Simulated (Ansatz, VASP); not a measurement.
## Two plane-wave programs on BeGeSb2

```xyz
4
Lattice="4.1745 0.0000 0.0000 0.0000 4.1745 0.0000 0.0000 0.0000 5.8347" Properties=species:S:1:pos:R:3 pbc="T T T"
Be    0.0000    0.0000    0.0000
Sb    0.0000    2.0873    1.2804
Sb    2.0873    0.0000    4.5543
Ge    2.0873    2.0873    2.9173
```

Alike in both runs: task single point; functional r2SCAN; k mesh 6 × 6 × 4; occupations fermi-dirac, width 0.02 eV; no spin polarisation.

|  | VASP | Ansatz |
| --- | --- | --- |
| version | VASP 6.6.1 | Ansatz 0.2.0 |
| potentials or method | VASP PAW PBE potentials, release 64 (Be, Sb, Ge_d) | plane waves, PAW |
| plane-wave cutoff (eV) | 520 | 500 |
| valence electrons in the cell | 26 | 46 |

|  | VASP | Ansatz | Ansatz less VASP |
| --- | --- | --- | --- |
| pressure (GPa) | 0.2 | 0.0 | -0.21 |
| rms of the force components (eV/Å) | 0.005 | 0.002 | -0.0034 |

VASP's potentials were made for PBE, not for r2SCAN. VASP's potentials hold 26 valence electrons a cell and Ansatz's 46, so a difference there can come from the potentials and not from the codes.

Neither program's run includes spin-orbit coupling.
